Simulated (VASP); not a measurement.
# Ti in VASP: relaxation of the atoms with PBEsol

Aim: the relaxation of the atoms of Ti with PBEsol.

Program: VASP 6.6.1. These are calculated values, not measurements. Logs are shortened: lines on timing, memory, paths and dates and some standing lists are left out, and cuts for length are marked.

### Step 1. The cell of the first run

The cell holds a slab with vacuum, 3 atoms: a = 2.868 Å, b = 2.868 Å, c = 18.055 Å, α = 90.00°, β = 90.00°, γ = 90.00°.

### Step 2. Relaxation of the atoms, PBEsol

The input, INCAR:

```
PREC     = Accurate       # precision mode
ENCUT    = 520            # plane-wave cutoff, eV
EDIFF    = 1E-7           # SCF threshold, eV
ISMEAR   = 0              # smearing method
SIGMA    = 0.1            # smearing width, eV
LREAL    = F              # projectors in reciprocal space
LASPH    = T              # aspherical terms in the spheres
NELM     = 80             # most SCF steps
ALGO     = Normal         # electronic algorithm
ISIF     = 2              # what is computed and relaxed
LWAVE    = F              # write WAVECAR
LCHARG   = F              # write CHGCAR
LDIPOL   = T            
IDIPOL   = 3            
DIPOL    = 0.5 0.5 0.500
GGA      = PS             # functional
IBRION   = 2              # ionic algorithm
NSW      = 70             # ionic steps
EDIFFG   = -0.03          # ionic threshold
```

The input, KPOINTS:

```
regular mesh
0
Gamma
  10 10 1
```

The input, POSCAR:

```
Ti
1.0
    2.8676282148      0.0000000000      0.0000000000
    0.0000000000      2.8676282148      0.0000000000
    0.0000000000      0.0000000000     18.0554387132
Ti
3
Selective dynamics
Direct
    0.5000000000      0.5000000000      0.3876948166  F F F
    0.0000000000      0.0000000000      0.5000000000  T T T
    0.5000000000      0.5000000000      0.6123051834  T T T
```

Potentials or basis: VASP PAW PBE potentials, release 64 (Ti_sv).

Command:

```sh
$ cat potpaw_PBE.64/Ti_sv/POTCAR > POTCAR
$ mpirun -np 1 vasp_std > vasp.out
```

OUTCAR:

```text
PREC = Accurate
   ENCUT = 520
   EDIFF = 1E-7
   ISMEAR = 0
   LREAL = F
   LASPH = T
   NELM = 80
   ISIF = 2
   GGA = PS
   IBRION = 2
   NSW = 70
   EDIFFG = -0.03

 ion  position               nearest neighbor table
   1  0.500  0.500  0.388-   2 2.87   2 2.87   2 2.87   2 2.87
   2  0.000  0.000  0.500-   1 2.87   3 2.87   1 2.87   3 2.87   1 2.87   3 2.87   1 2.87   3 2.87

   3  0.500  0.500  0.612-   2 2.87   2 2.87   2 2.87   2 2.87

  LATTYP: Found a simple tetragonal cell.
 ALAT       =     2.8676282148
 C/A-ratio  =     6.2962969258

  Lattice vectors:

 A1 = (   2.8676282148,   0.0000000000,   0.0000000000)
 A2 = (   0.0000000000,   2.8676282148,   0.0000000000)
 A3 = (   0.0000000000,   0.0000000000,  18.0554387132)

Analysis of symmetry for initial positions (statically):
=====================================================================
 Subroutine PRICEL returns:
 Original cell was already a primitive cell.

 Routine SETGRP: Setting up the symmetry group for a
 simple tetragonal supercell.

 Subroutine GETGRP returns: Found 16 space group operations
 (whereof 16 operations were pure point group operations)
 out of a pool of 16 trial point group operations.

The static configuration has the point symmetry D_4h.

Analysis of symmetry for dynamics (positions and initial velocities):
=====================================================================
 Subroutine PRICEL returns:
 Original cell was already a primitive cell.

 Routine SETGRP: Setting up the symmetry group for a
 simple tetragonal supercell.

 Subroutine GETGRP returns: Found 16 space group operations
 (whereof 16 operations were pure point group operations)
 out of a pool of 16 trial point group operations.

The dynamic configuration has the point symmetry D_4h.

Analysis of constrained symmetry for selective dynamics:
=====================================================================
 Subroutine PRICEL returns:
 Original cell was already a primitive cell.

 Routine SETGRP: Setting up the symmetry group for a
 simple tetragonal supercell.

 Subroutine GETGRP returns: Found  8 space group operations
 (whereof  8 operations were pure point group operations)
 out of a pool of 16 trial point group operations.

The constrained configuration has the point symmetry C_4v.

 Subroutine INISYM returns: Found  8 space group operations
 (whereof  8 operations are pure point group operations),
 and found     1 'primitive' translations

----------------------------------------------------------------------------------------

                                     Primitive cell

  volume of cell :     148.4751

  direct lattice vectors                    reciprocal lattice vectors
     2.867628215  0.000000000  0.000000000     0.348720240  0.000000000  0.000000000
     0.000000000  2.867628215  0.000000000     0.000000000  0.348720240  0.000000000
     0.000000000  0.000000000 18.055438713     0.000000000  0.000000000  0.055384974

  length of vectors
     2.867628215  2.867628215 18.055438713     0.348720240  0.348720240  0.055384974

  position of ions in fractional coordinates (direct lattice)
     0.500000000  0.500000000  0.387694817
     0.000000000  0.000000000  0.500000000
     0.500000000  0.500000000  0.612305183

  ion indices of the primitive-cell ions
   primitive index   ion index
                 1           1
                 2           2
                 3           3

----------------------------------------------------------------------------------------

 KPOINTS: regular mesh

Automatic generation of k-mesh.
 Grid dimensions read from file:
 generate k-points for:   10   10    1

 Generating k-lattice:

  Cartesian coordinates                     Fractional coordinates (reciprocal lattice)
     0.034872024  0.000000000  0.000000000     0.100000000  0.000000000  0.000000000
     0.000000000  0.034872024  0.000000000     0.000000000  0.100000000  0.000000000
     0.000000000  0.000000000  0.055384974     0.000000000  0.000000000  1.000000000

  Length of vectors
     0.034872024  0.034872024  0.055384974

  Shift w.r.t. Gamma in fractional coordinates (k-lattice)
     0.000000000  0.000000000  0.000000000

 Subroutine IBZKPT returns following result:
 ===========================================

 Found     21 irreducible k-points:

 Following reciprocal coordinates:
            Coordinates               Weight
  0.000000  0.000000  0.000000      1.000000
  0.100000  0.000000  0.000000      4.000000
  0.200000  0.000000  0.000000      4.000000
  0.300000  0.000000  0.000000      4.000000
  0.400000  0.000000  0.000000      4.000000
  0.500000  0.000000  0.000000      2.000000
[... 13 lines left out ...]
  0.500000  0.400000  0.000000      4.000000
  0.500000  0.500000  0.000000      1.000000
   k-points           NKPTS =     21   k-points in BZ     NKDIM =     21   number of bands    NBANDS=     22
   number of dos      NEDOS =    301   number of ions     NIONS =      3
   total plane-waves  NPLWV =  80640
   dimension x,y,z NGX =    24 NGY =   24 NGZ =  140
   dimension x,y,z NGXF=    48 NGYF=   48 NGZF=  280
   ions per type =               3
   NGX,Y,Z   is equivalent  to a cutoff of  13.91, 13.91, 12.89 a.u.
   NGXF,Y,Z  is equivalent  to a cutoff of  27.83, 27.83, 25.78 a.u.
 SYSTEM =  unknown system
   PREC   = accura    normal or accurate (medium, high low for compatibility)
   ISTART =      0    job   : 0-new  1-cont  2-samecut
   ICHARG =      2    charge: 1-file 2-atom 10-const
   ISPIN  =      1    spin polarized calculation?
   LNONCOLLINEAR =      F non collinear calculations
   LSORBIT =      F    spin-orbit coupling
   LASPH  =      T    aspherical Exc in radial PAW
   ENCUT  =  520.0 eV  38.22 Ry    6.18 a.u.   5.33  5.33 33.57*2*pi/ulx,y,z
   NELM   =     80;   NELMIN=  2; NELMDL= -5     # of ELM steps
   EDIFF  = 0.1E-06   stopping-criterion for ELM
   LREAL  =      F    real-space projection
   EDIFFG = -.3E-01   stopping-criterion for IOM
   NSW    =     70    number of steps for IOM
   IBRION =      2    ionic relax: 0-MD 1-quasi-New 2-CG
   NFREE  =      1    steps in history (QN), initial steepest desc. (CG)
   ISIF   =      2    stress and relaxation
   ISYM   =      2    0-nonsym 1-usesym 2-fastsym
   POTIM  = 0.5000    time-step for ionic-motion
   TEBEG  =    0.0;   TEEND  =   0.0 temperature during run
   PSTRESS=    0.0 pullay stress
   NELECT =      36.0000    total number of electrons
   NUPDOWN=      -1.0000    fix difference up-down
   EMIN   =  10.00;   EMAX   =-10.00  energy-range for DOS
   EFERMI =   0.00;   METHOD = LEGACY
   ISMEAR =     0;   SIGMA  =   0.10  broadening in eV -4-tet -1-fermi 0-gaus
   EFERMI_NEDOS =   21; number of points for ismear=-14 and -15
   IALGO  =     38    algorithm
   IMIX   =      4    mixing-type and parameters
     AMIX     =   0.40;   BMIX     =  1.00
     AMIX_MAG =   1.60;   BMIX_MAG =  1.00
  volume/ion in A,a.u.               =      49.49       333.99
  Fermi-wavevector in a.u.,A,eV,Ry     =   1.020840  1.929108 14.178831  1.042115
  Thomas-Fermi vector in A             =   2.154432
   LORBIT       =      0    0 simple, 1 ext, 2 COOP (PROOUT), +10 PAW based schemes
   GGA     = PS    functional components
   LHFCALC =     F    Hartree Fock is set to
   AEXX    =    0.0000 exact exchange contribution
   IVDW    =     0    specifies the selected vdW correction
   LEPSILON=     F    determine dielectric tensor
   LRPA    =     F    only Hartree local field effects (RPA)
 conjugate gradient relaxation of ions
 non-spin polarized calculation
 Gauss-broadening in eV      SIGMA  =   0.10
  energy-cutoff  :      520.00
  volume of cell :      148.48
 maximum number of plane-waves:      4033
 NGX is ok and might be reduce to    24
   NGX = 11   NGY = 11   NGZ = 67

--------------------------------------- Ionic step        1  -------------------------------------------

 number of electron      36.0000005 magnetization

 Free energy of the ion-electron system (eV)
  ---------------------------------------------------
  ext. energy  EPLUGINS =         0.00000000
  ---------------------------------------------------
  free energy    TOTEN  =       -22.93008539 eV

  energy without entropy =      -22.89615391  energy(sigma->0) =      -22.91311965

------------------------ aborting loop because EDIFF is reached ----------------------------------------

  FORCE on cell =-STRESS in cart. coord.  units (eV):
  Direction    XX          YY          ZZ          XY          YZ          ZX
  --------------------------------------------------------------------------------------
  -------------------------------------------------------------------------------------
  Total       -3.1665704     -3.1665704     -2.6020759      0.0000000      0.0000000      0.0000000
  in kB      -34.1700802    -34.1700802    -28.0786879      0.0000000      0.0000000      0.0000000
  external PRESSURE =     -32.1396161 kB  Pullay stress =       0.0000000 kB
[... 240 lines left out ...]
  FREE ENERGIE OF THE ION-ELECTRON SYSTEM (eV)
  ---------------------------------------------------
  free  energy   TOTEN  =       -23.0261343413 eV

  energy  without entropy=      -22.9912515675  energy(sigma->0) =      -23.00869295

 dipolmoment           0.000000      0.000000     -0.000153 electrons x Angstroem

--------------------------------------- Ionic step        8  -------------------------------------------

 number of electron      36.0000005 magnetization

 dipolmoment           0.000000      0.000000      0.000123 electrons x Angstroem

 Free energy of the ion-electron system (eV)
  ---------------------------------------------------
  ext. energy  EPLUGINS =         0.00000000
  ---------------------------------------------------
  free energy    TOTEN  =       -23.02616931 eV

  energy without entropy =      -22.99129053  energy(sigma->0) =      -23.00872992

 E-fermi :   0.3382     XC(G=0):  -5.1027

 val. band max:        0.3289570288   @ k =   0.3000   0.1000   0.0000
 cond. band min:       0.3516020650   @ k =   0.5000   0.0000   0.0000
 fundamental gap:      0.0226450362
 Fermi energy:         0.3382240208

 k-point     1 :       0.0000    0.0000    0.0000
  band No.  band energies     occupation
      1     -56.1881      2.00000
      2     -56.1650      2.00000
      3     -55.7112      2.00000
      4     -32.7627      2.00000
      5     -32.6383      2.00000
      6     -32.3038      2.00000
[... 514 lines left out ...]
     21       2.6661      0.00000
     22       2.6661      0.00000

------------------------ aborting loop because EDIFF is reached ----------------------------------------

 vacuum level on the upper side and lower side of the slab       (xc-potential included)        -0.236        -0.234

  FORCE on cell =-STRESS in cart. coord.  units (eV):
  Direction    XX          YY          ZZ          XY          YZ          ZX
  --------------------------------------------------------------------------------------
  -------------------------------------------------------------------------------------
  Total       -1.4688965     -1.4688965     -0.0577837      0.0000000     -0.0000000      0.0000000
  in kB      -15.8506849    -15.8506849     -0.6235365      0.0000000     -0.0000000      0.0000000
  external PRESSURE =     -10.7749688 kB  Pullay stress =       0.0000000 kB

 VOLUME and BASIS-vectors are now :
 -----------------------------------------------------------------------------
  energy-cutoff  :      520.00
  volume of cell :      148.48
      direct lattice vectors                 reciprocal lattice vectors
     2.867628215  0.000000000  0.000000000     0.348720240  0.000000000  0.000000000
     0.000000000  2.867628215  0.000000000     0.000000000  0.348720240  0.000000000
     0.000000000  0.000000000 18.055438713     0.000000000  0.000000000  0.055384974
[... 9 lines left out ...]
  FREE ENERGIE OF THE ION-ELECTRON SYSTEM (eV)
  ---------------------------------------------------
  free  energy   TOTEN  =       -23.0261693137 eV

  energy  without entropy=      -22.9912905344  energy(sigma->0) =      -23.00872992

 reached required accuracy - stopping structural energy minimisation

 vacuum level on the upper side and lower side of the slab         4.171         4.171
```

Wall time 22 min (1 thread of AMD EPYC 7R43 (Zen 3), shared host); peak memory 0.26 GiB.

Results:

- Free energy: -23.0262 eV
- Energy gained by relaxing: 32.0 meV/atom
- Ionic steps: 8
- Band gap on the k mesh: zero (bands 18 and 19 overlap by 0.41 eV)

Step by step:
```
step  energy change (eV)  largest force on free atoms (eV/Å)  pressure (GPa)
   1              0.0000                              0.6372           -3.21
   2             -0.0179                              0.5247           -3.00
   3             -0.0486                              0.4631           -2.31
   4             -0.0501                              0.5999           -2.08
   5             -0.0666                              0.4940           -1.89
   6             -0.0948                              0.0992           -1.25
   7             -0.0960                              0.0384           -1.05
   8             -0.0961                              0.0203           -1.08
```

Final structure:
```
Ti
1.0
     2.86763    0.00000    0.00000
     0.00000    2.86763    0.00000
     0.00000    0.00000   18.05544
Ti
3
Cartesian
  1.4338 1.4338 7.0000
  0.0000 0.0000 8.8805
  1.4338 1.4338 10.7648
```

Caveat: the PAW data sets were made with another functional, which shifts forces and pressure a little.

The gap in the log of VASP goes by the Fermi energy; the results here count the filled bands.